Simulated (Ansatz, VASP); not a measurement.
# AlN in VASP and in Ansatz

```xyz
8
Lattice="3.0726 0.0000 0.0000 0.0000 4.9795 0.0000 0.0000 0.0000 5.3433" Properties=species:S:1:pos:R:3 pbc="T T T"
Al    0.0000    0.0100    1.7811
Al    1.5363    0.0100    4.4528
Al    1.5363    2.4997    0.8906
Al    0.0000    2.4997    3.5622
N     0.0000    3.0873    1.7811
N     1.5363    3.0873    4.4528
N     1.5363    0.5975    0.8906
N     0.0000    0.5975    3.5622
```

Alike in both runs: task single point; functional LDA; k mesh 6 × 4 × 4; occupations gaussian, width 0.1 eV; no spin polarisation.

|  | VASP | Ansatz |
| --- | --- | --- |
| version | VASP 6.6.1 | Ansatz 0.2.0 |
| potentials or method | VASP PAW LDA potentials, release 64 (Al, N), cutoff 600 eV | scalar-relativistic, plane waves, PAW |
| valence electrons in the cell | 32 | 32 |

```csv
,VASP,Ansatz,Ansatz less VASP
gap on the k mesh at the Fermi level (eV),4.44,4.43,-0.007
least direct gap on the mesh (eV),4.44,4.43,-0.007
pressure (GPa),0.5,0.0,-0.51
"traceless stress, the component that is largest in VASP (GPa)",-2.97,-2.90,+0.068
rms of the force components (eV/Å),0.079,0.076,-0.0027
```

LDA's correlation is that of Perdew and Zunger in VASP and of Perdew and Wang (1992) in Ansatz. Atom by atom the forces differ by 0.003 eV/Å (rms over components).
